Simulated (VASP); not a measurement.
Input of a VASP 6.6.1 run:

Contents of INCAR:

```
SYSTEM = TaSi2
ALGO = Normal ; EDIFF = 1E-7
ENCUT = 520 ; GGA = PS
ISIF = 2 ; ISMEAR = 0
LASPH = .TRUE. ; LCHARG = .FALSE.
LREAL = .FALSE. ; LWAVE = .FALSE.
NBANDS = 38 ; NELM = 60
PREC = Accurate ; SIGMA = 0.15
```

KPOINTS

```
k-points
0
G
  12 12 6
  0 0 0
```

The input POSCAR:

```
TaSi2
1.0
    4.5228165553      0.0000000000      0.0000000000
   -2.2614082776      3.9168740336      0.0000000000
    0.0000000000      0.0000000000      6.3918895460
Ta Si
3 6
Direct
    0.5000000000      0.0000000000      0.5000000000
    0.5000000000      0.5000000000      0.8333333333
    0.0000000000      0.5000000000      0.1666666667
    0.1592675430      0.3185350860      0.5000000000
    0.8407324570      0.1592675430      0.8333333333
    0.6814649140      0.8407324570      0.1666666667
    0.8407324570      0.6814649140      0.5000000000
    0.1592675430      0.8407324570      0.8333333333
    0.3185350860      0.1592675430      0.1666666667
```

Potentials or basis: VASP PAW PBE potentials, release 64 (Ta_pv, Si).

Command:

```bash
$ cat potpaw_PBE.64/Ta_pv/POTCAR potpaw_PBE.64/Si/POTCAR > POTCAR
$ mpirun -np 1 vasp_std > vasp.out
```

What does it give for the pressure?

33.2 GPa.

Estimate the largest force.

0.165 eV/Å.

What does it give for the band gap on the k mesh?

Zero (an odd number of electrons rules out a gap without spin polarisation).

Forces on the atoms (eV/Å):
```
Ta   0.000  0.000  0.000
Ta   0.000  0.000  0.000
Ta   0.000  0.000  0.000
Si   0.000  0.165  0.000
Si  -0.143  0.082  0.000
Si  -0.143 -0.082  0.000
Si   0.000 -0.165  0.000
Si   0.143 -0.082  0.000
Si   0.143  0.082  0.000
```

Caveat: the cell differs from its parent crystal (strain -0.050 along x and y, -0.025 along z); the cell stands under pressure; the PAW data sets were made with another functional, which shifts forces and pressure a little; spin-orbit coupling is left out, which moves the levels of the heavy elements.
